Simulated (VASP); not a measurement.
# In (I4_1/amd) in VASP: further runs

Runs on In. Level: PBE. Tasks: relaxation of cell and atoms, single point.

Everything below comes from runs of VASP 6.6.1. Logs are shortened: lines on timing, memory, paths and dates and some standing lists are left out, and cuts for length are marked.

**1. The cell of the first run**

The structure is tetragonal, space group I4_1/amd (No. 141). Conventional cell: a = 5.747 Å, b = 5.747 Å, c = 3.039 Å, α = 90.00°, β = 90.00°, γ = 90.00°. Within 3.9 Å of In (site symmetry -4m2) lie 10 In at 2.97 to 3.67 Å.

**2. Relaxation of cell and atoms, PBE, target pressure 6.2 GPa, at which the enthalpy is minimised**

File INCAR:

```
PREC = Accurate ; ENCUT = 600
EDIFF = 1E-7 ; ISMEAR = -1
SIGMA = 0.05 ; LREAL = False
LASPH = True ; NELM = 100
ALGO = Normal ; ISIF = 3
LWAVE = False ; LCHARG = False
GGA = PE ; IBRION = 2
NSW = 32 ; EDIFFG = -0.005
PSTRESS = 62.0
```

File KPOINTS:

```
regular mesh
0
Gamma
  14 14 14
```

File POSCAR:

```
In
1.0
   -2.8734552439      2.8734552439      1.5196521229
    2.8734552439     -2.8734552439      1.5196521229
    2.8734552439      2.8734552439     -1.5196521229
In
2
Direct
   -0.3750000000     -0.1250000000     -0.2500000000
    0.3750000000      0.1250000000      0.2500000000
```

Potentials or basis: VASP PAW PBE potentials, release 64 (In_d).

Command:

```
cat potpaw_PBE.64/In_d/POTCAR > POTCAR
mpirun -np 1 vasp_std > vasp.out
```

OUTCAR:

```text
PREC = Accurate
   ENCUT = 600
   EDIFF = 1E-7
   ISMEAR = -1
   LREAL = False
   LASPH = True
   NELM = 100
   ISIF = 3
   GGA = PE
   IBRION = 2
   NSW = 32
   EDIFFG = -0.005
   PSTRESS = 62.0

 ion  position               nearest neighbor table
   1  0.625  0.875  0.750-   2 2.97   2 2.97   2 2.97   2 2.97   2 3.67   2 3.67   2 3.67   2 3.67

   2  0.375  0.125  0.250-   1 2.97   1 2.97   1 2.97   1 2.97   1 3.67   1 3.67   1 3.67   1 3.67

  LATTYP: Found a body centered tetragonal cell.
 ALAT       =     5.7469104878
 C/A-ratio  =     0.5288588107

  Lattice vectors:

 A1 = (  -2.8734552439,   2.8734552439,   1.5196521229)
 A2 = (   2.8734552439,  -2.8734552439,   1.5196521229)
 A3 = (   2.8734552439,   2.8734552439,  -1.5196521229)

Analysis of symmetry for initial positions (statically):
=====================================================================
 Subroutine PRICEL returns:
 Original cell was already a primitive cell.

 Routine SETGRP: Setting up the symmetry group for a
 body centered tetragonal supercell.

 Subroutine GETGRP returns: Found 16 space group operations
 (whereof  4 operations were pure point group operations)
 out of a pool of 16 trial point group operations.

The static configuration has the point symmetry C_2h.
 The point group associated with its full space group is D_4h.

Analysis of symmetry for dynamics (positions and initial velocities):
=====================================================================
 Subroutine PRICEL returns:
 Original cell was already a primitive cell.

 Routine SETGRP: Setting up the symmetry group for a
 body centered tetragonal supercell.

 Subroutine GETGRP returns: Found 16 space group operations
 (whereof  4 operations were pure point group operations)
 out of a pool of 16 trial point group operations.

The dynamic configuration has the point symmetry C_2h.
 The point group associated with its full space group is D_4h.

 Subroutine INISYM returns: Found 16 space group operations
 (whereof  4 operations are pure point group operations),
 and found     1 'primitive' translations

[... 150 lines left out ...]
  Total        1.9524593      1.9524593      1.9505560      0.0000000      0.0000000      0.0000000
  in kB       62.3274726     62.3274726     62.2667158      0.0000000      0.0000000      0.0000000
  external PRESSURE =       0.3072203 kB  Pullay stress =      62.0000000 kB

 VOLUME and BASIS-vectors are now :
 -----------------------------------------------------------------------------
  energy-cutoff  :      600.00
  volume of cell :       50.19
      direct lattice vectors                 reciprocal lattice vectors
    -2.873455244  2.873455244  1.519652123     0.000000000  0.174006538  0.329022671
     2.873455244 -2.873455244  1.519652123     0.174006538  0.000000000  0.329022671
     2.873455244  2.873455244 -1.519652123     0.174006538  0.174006538  0.000000000

 POSITION                                       TOTAL-FORCE (eV/Angst)
 -----------------------------------------------------------------------------------
      2.87346      1.43673      1.13974        -0.000000      0.000000      0.000000
      0.00000      1.43673      0.37991         0.000000     -0.000000     -0.000000
 -----------------------------------------------------------------------------------
    total drift:                               -0.000000     -0.000000      0.000000

  FREE ENERGIE OF THE ION-ELECTRON SYSTEM (eV)
  ---------------------------------------------------
  free  energy   TOTEN  =        -4.8688672376 eV

  energy  without entropy=       -4.8603589628  energy(sigma->0) =       -4.86461310

  enthalpy is  TOTEN    =        -2.9266663257 eV   P V=        1.9422009119

--------------------------------------- Ionic step        2  -------------------------------------------

 number of electron      26.0000003 magnetization

 Free energy of the ion-electron system (eV)
  ---------------------------------------------------
  ext. energy  EPLUGINS =         0.00000000
  ---------------------------------------------------
  free energy    TOTEN  =        -4.87022255 eV

  energy without entropy =       -4.86170510  energy(sigma->0) =       -4.86596382

 E-fermi :   7.9051     XC(G=0): -10.4052

 val. band max:        7.8906745913   @ k =  -0.4286   0.4286   0.2143
 cond. band min:       7.9174609472   @ k =   0.2857   0.1429  -0.0000
 fundamental gap:      0.0267863559
 Fermi energy:         7.9050751932

 k-point     1 :       0.0000    0.0000    0.0000
  band No.  band energies     occupation
      1      -7.2138      2.00000
      2      -7.0759      2.00000
      3      -7.0343      2.00000
      4      -7.0167      2.00000
      5      -6.5694      2.00000
      6      -6.5694      2.00000
[... 457 lines left out ...]
      4      -6.8265      2.00000
      5      -6.7585      2.00000
      6      -6.7432      2.00000
[... 9 lines left out ...]
     16      12.1962      0.00000
     17      12.4370      0.00000

 [... further k-points ...]

------------------------ aborting loop because EDIFF is reached ----------------------------------------

  FORCE on cell =-STRESS in cart. coord.  units (eV):
  Direction    XX          YY          ZZ          XY          YZ          ZX
  --------------------------------------------------------------------------------------
  -------------------------------------------------------------------------------------
  Total        1.9415692      1.9415692      1.9405661      0.0000000      0.0000000      0.0000000
  in kB       61.9366903     61.9366903     61.9046921      0.0000000      0.0000000      0.0000000
  external PRESSURE =      -0.0739758 kB  Pullay stress =      62.0000000 kB

 VOLUME and BASIS-vectors are now :
 -----------------------------------------------------------------------------
  energy-cutoff  :      600.00
  volume of cell :       50.22
      direct lattice vectors                 reciprocal lattice vectors
    -2.874166266  2.874166266  1.519958387     0.000000000  0.173963492  0.328956374
     2.874166266 -2.874166266  1.519958387     0.173963492  0.000000000  0.328956374
     2.874166266  2.874166266 -1.519958387     0.173963492  0.173963492  0.000000000

 POSITION                                       TOTAL-FORCE (eV/Angst)
 -----------------------------------------------------------------------------------
      2.87417      1.43708      1.13997         0.000000      0.000000      0.000000
      0.00000      1.43708      0.37999        -0.000000     -0.000000     -0.000000
 -----------------------------------------------------------------------------------
    total drift:                               -0.000000     -0.000000      0.000000

  FREE ENERGIE OF THE ION-ELECTRON SYSTEM (eV)
  ---------------------------------------------------
  free  energy   TOTEN  =        -4.8702225491 eV

  energy  without entropy=       -4.8617050957  energy(sigma->0) =       -4.86596382

  enthalpy is  TOTEN    =        -2.9266687257 eV   P V=        1.9435538234

 reached required accuracy - stopping structural energy minimisation
```

OSZICAR:

```text
N       E                     dE             d eps       ncg     rms          rms(c)
DAV:   1     0.199621493818E+03    0.19962E+03   -0.14805E+04  8312   0.237E+03
DAV:   2     0.697246885854E+01   -0.19265E+03   -0.19089E+03  8301   0.408E+02
DAV:   3    -0.466106130943E+01   -0.11634E+02   -0.11574E+02 10126   0.124E+02
DAV:   4    -0.492689521890E+01   -0.26583E+00   -0.26565E+00 10410   0.204E+01
[... 12 lines left out ...]
DAV:   3    -0.487022648486E+01    0.19440E-04   -0.62697E-05 10447   0.156E-01    0.117E-02
DAV:   4    -0.487022584870E+01    0.63616E-06   -0.11628E-06  8759   0.112E-02    0.966E-03
DAV:   5    -0.487022317108E+01    0.26776E-05   -0.97561E-07  6711   0.732E-03    0.246E-03
DAV:   6    -0.487022260206E+01    0.56902E-06   -0.10584E-07  7313   0.300E-03    0.649E-04
DAV:   7    -0.487022254909E+01    0.52971E-07   -0.17276E-08  4439   0.267E-03
   2 F= -.29266687E+01 E0= -.29224100E+01  d E =-.239998E-05
```

Wall time 3.1 min (1 thread of Intel Xeon 6975P-C (Granite Rapids), shared host); peak memory 0.36 GiB.

What came out:

* Free energy: -4.8702 eV
* Relaxed volume: 25.11 Å³/atom
* Relaxed cell: a = 4.340 Å, b = 4.340 Å, c = 4.340 Å, α = 97.05°, β = 97.05°, γ = 138.99°
* Space group after relaxing (to 0.1 Å): I4_1/amd (No. 141)
* Energy change on relaxing (the run minimises the enthalpy): -0.7 meV/atom
* Ionic steps: 2
* Pressure after relaxing: 6.2 GPa
* Band gap on the k mesh: zero (bands 13 and 14 overlap by 6.57 eV)

The path:
```tsv
step	energy change (eV)	largest force (eV/Å)	pressure (GPa)	volume (Å³)
1	0.0000	0.0000	6.23	50.19
2	-0.0014	0.0000	6.19	50.22
```

Final structure:
```cif
data_structure
_symmetry_space_group_name_H-M 'P 1'
_symmetry_Int_Tables_number 1
_cell_length_a 4.3396
_cell_length_b 4.3396
_cell_length_c 4.3396
_cell_angle_alpha 97.047
_cell_angle_beta 97.047
_cell_angle_gamma 138.994
_cell_volume 50.22
loop_
_atom_site_label
_atom_site_type_symbol
_atom_site_fract_x
_atom_site_fract_y
_atom_site_fract_z
_atom_site_occupancy
In1 In 0.62500 0.87500 0.75000 1
In2 In 0.37500 0.12500 0.25000 1
```

Caveat: the cell is relaxed towards a set pressure, so the run minimises the enthalpy, not the energy; spin-orbit coupling is left out, which moves the levels of the heavy elements.

**3. Single point, PBE**

File INCAR:

```
  PREC = Accurate
  ENCUT = 520
  EDIFF = 1E-6
  ISMEAR = -1
  SIGMA = 0.05
  LREAL = False
  LASPH = True
  NELM = 60
  ALGO = Normal
  ISIF = 2
  LWAVE = False
  LCHARG = False
  GGA = PE
  NBANDS = 20
```

File KPOINTS:

```
Automatic mesh
0
Gamma
  14 14 14
```

POSCAR is that of step 2.

Potentials or basis: VASP PAW PBE potentials, release 64 (In_d).

Command:

```
cat potpaw_PBE.64/In_d/POTCAR > POTCAR
mpirun -np 1 vasp_std > vasp.out
```

It took 3.7 min on 1 thread of Intel Xeon 8259CL, shared host; peak memory 0.32 GiB.

The run converged. Its results:

- Free energy: -4.8688 eV
- Pressure: 6.2 GPa
- Band gap on the k mesh: zero (bands 13 and 14 overlap by 6.58 eV)

Levels at points of the mesh, in eV from the Fermi level:
```
           k point  band 11  band 12  band 13  band 14  band 15  band 16
(0.00, 0.00, 0.00)    -9.86    -0.66    -0.56    -0.56     4.06     8.46
(0.50, 0.00, 0.00)    -4.38    -3.77    -0.11     0.37     0.70     3.77
(0.50, 0.50, 0.00)    -7.39    -7.39     2.42     2.42     3.60     3.60
(0.50, 0.50, 0.50)    -5.38    -5.38    -3.88    -3.88     7.98     7.98
```

Caveat: the cell stands under pressure; spin-orbit coupling is left out, which moves the levels of the heavy elements.

**4. Single point, PBE**

File INCAR:

```
SYSTEM = In
  ALGO = Normal
  EDIFF = 1E-7
  ENCUT = 520
  GGA = PE
  ISIF = 2
  ISMEAR = -1
  LASPH = .TRUE.
  LCHARG = .FALSE.
  LREAL = .FALSE.
  LWAVE = .FALSE.
  NBANDS = 20
  NELM = 60
  PREC = Accurate
  SIGMA = 0.05
```

File KPOINTS:

```
k-points
0
G
  14 14 14
  0 0 0
```

POSCAR is that of step 3.

Command:

```
cat potpaw_PBE.64/In_d/POTCAR > POTCAR
mpirun -np 1 vasp_std > vasp.out
```

Run time: 4 min. Hardware: 1 thread of Intel Xeon 8259CL, shared host; peak memory 0.32 GiB.

The run converged. Its results:

| Property | Result |
| --- | --- |
| Free energy | -4.8688 eV |
| Pressure | 6.2 GPa |
| Band gap on the k mesh | zero (bands 13 and 14 overlap by 6.58 eV) |

Levels at points of the mesh, in eV from the Fermi level:
| k point | band 9 | band 10 | band 11 | band 12 | band 13 | band 14 | band 15 | band 16 | band 17 | band 18 |
| --- | --- | --- | --- | --- | --- | --- | --- | --- | --- | --- |
| (0.00, 0.00, 0.00) | -14.32 | -14.12 | -9.86 | -0.66 | -0.56 | -0.56 | 4.06 | 8.46 | 8.46 | 10.53 |
| (0.50, 0.00, 0.00) | -14.29 | -14.20 | -4.38 | -3.77 | -0.11 | 0.37 | 0.70 | 3.77 | 5.10 | 7.41 |
| (0.50, 0.50, 0.00) | -14.36 | -14.36 | -7.39 | -7.39 | 2.42 | 2.42 | 3.60 | 3.60 | 8.89 | 8.89 |
| (0.50, 0.50, 0.50) | -14.45 | -14.45 | -5.38 | -5.38 | -3.88 | -3.88 | 7.98 | 7.98 | 12.35 | 12.35 |

Caveat: the cell stands under pressure; spin-orbit coupling is left out, which moves the levels of the heavy elements.
